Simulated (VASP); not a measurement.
Here is a VASP 6.6.1 calculation.

File INCAR:

```
PREC     = Accurate       # precision mode
ENCUT    = 520            # plane-wave cutoff, eV
EDIFF    = 1E-7           # SCF threshold, eV
ISMEAR   = 0              # smearing method
SIGMA    = 0.1            # smearing width, eV
LREAL    = F              # projectors in reciprocal space
LASPH    = T              # aspherical terms in the spheres
NELM     = 60             # most SCF steps
ALGO     = Fast           # electronic algorithm
ISIF     = 2              # what is computed and relaxed
LWAVE    = F              # write WAVECAR
LCHARG   = T              # write CHGCAR
GGA      = PE             # functional
LELF     = T              # ELF
LVHAR    = T            
NBANDS   = 7              # bands
```

The input KPOINTS:

```
Automatic mesh
0
Gamma
  8 8 10
```

POSCAR

```
Be
1.0
    2.1043810900      0.0000000000      0.0000000000
    0.0000000000      2.1043810900      0.0000000000
    0.0000000000      0.0000000000      1.7249725000
Be
1
Direct
    0.0000000000      0.0000000000      0.5000000000
```

Potentials or basis: VASP PAW PBE potentials, release 64 (Be).

Run with:

```bash
$ cat potpaw_PBE.64/Be/POTCAR > POTCAR
$ mpirun -np 1 vasp_std > vasp.out
```

(1) Predict the pressure.

(2) What does it give for the band gap on the k mesh?

Answers

(1) 44.0 GPa.

(2) zero (band 1 reaches 11.67 eV, above the bottom of band 2 at 4.50 eV).

Caveat: the k points lie up to 0.37 Å⁻¹ apart.
